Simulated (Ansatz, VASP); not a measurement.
**Two plane-wave programs on GaAs**

The input INCAR:

```
PREC     = Accurate       # precision mode
ENCUT    = 520            # plane-wave cutoff, eV
EDIFF    = 1E-6           # SCF threshold, eV
ISMEAR   = -1             # smearing method
SIGMA    = 0.02           # smearing width, eV
LREAL    = False          # projectors in reciprocal space
LASPH    = True           # aspherical terms in the spheres
NELM     = 150            # most SCF steps
ALGO     = Normal         # electronic algorithm
ISIF     = 2              # what is computed and relaxed
LWAVE    = False          # write WAVECAR
LCHARG   = False          # write CHGCAR
MAGMOM   = 0 0 0 0 0 0    # initial moments
LORBIT   = 11             # projections on sites
LSORBIT  = True           # spin-orbit coupling
GGA_COMPAT= False        
LORBMOM  = True         
GGA      = PE             # functional
NBANDS   = 30             # bands
```

Contents of KPOINTS:

```
regular mesh
0
Gamma
  8 8 8
```

Contents of POSCAR:

```
GaAs
1.0
    0.0000000000      2.8330831922      2.8330831922
    2.8330831922      0.0000000000      2.8330831922
    2.8330831922      2.8330831922      0.0000000000
Ga As
1 1
Direct
    0.0000000000      0.0000000000      0.0000000000
    0.2500000000      0.2500000000      0.2500000000
```

Input for Ansatz:

```yaml
crystal:
  lattice:
    - [0.0, 2.8330831922, 2.8330831922]
    - [2.8330831922, 0.0, 2.8330831922]
    - [2.8330831922, 2.8330831922, 0.0]
  atoms:
    - { symbol: Ga, position: [0.0, 0.0, 0.0] }
    - { symbol: As, position: [0.25, 0.25, 0.25] }
kpoints:
  mp_grid: { grid: [8, 8, 8] }
  band_path:
    path:
      - [0.0, 0.0, 0.0]
      - [-0.5, -0.5, 0.0]
      - [-0.375, -0.375, 0.25]
      - [-0.375, 0.0, 0.375]
      - [0.0, 0.0, 0.5]
      - [-0.5, -0.25, 0.25]
    npoints: 1
hamiltonian:
  xc: pbe
scf:
  occupations: { method: fermi_dirac, width: 0.02 }
  n_extra_bands: 8
magnetization:
  noncollinear: true
  spin_orbit: true
output:
  forces: true
  stress: true
  eigenvalues: true
  write_density: true
  write_potential: true
  elf: true
  volumetric_format: npy
```

Alike in both runs: task single point; functional PBE; k mesh 8 × 8 × 8; occupations fermi-dirac, width 0.02 eV; non-collinear spin, spin-orbit coupling.

|  | VASP | Ansatz |
| --- | --- | --- |
| version | VASP 6.6.1 | Ansatz 0.2.0 |
| potentials or method | VASP PAW PBE potentials, release 64 (Ga_d, As) | plane waves, PAW |
| plane-wave cutoff (eV) | 520 | 420 |
| valence electrons in the cell | 18 | 28 |

|  | VASP | Ansatz | Ansatz less VASP |
| --- | --- | --- | --- |
| pressure (GPa) | 2.9 | 2.8 | -0.17 |
| net moment per atom (μB) | 0.00 | 0.00 | 0.000 |

VASP's potentials hold 18 valence electrons a cell and Ansatz's 28, so a difference there can come from the potentials and not from the codes.
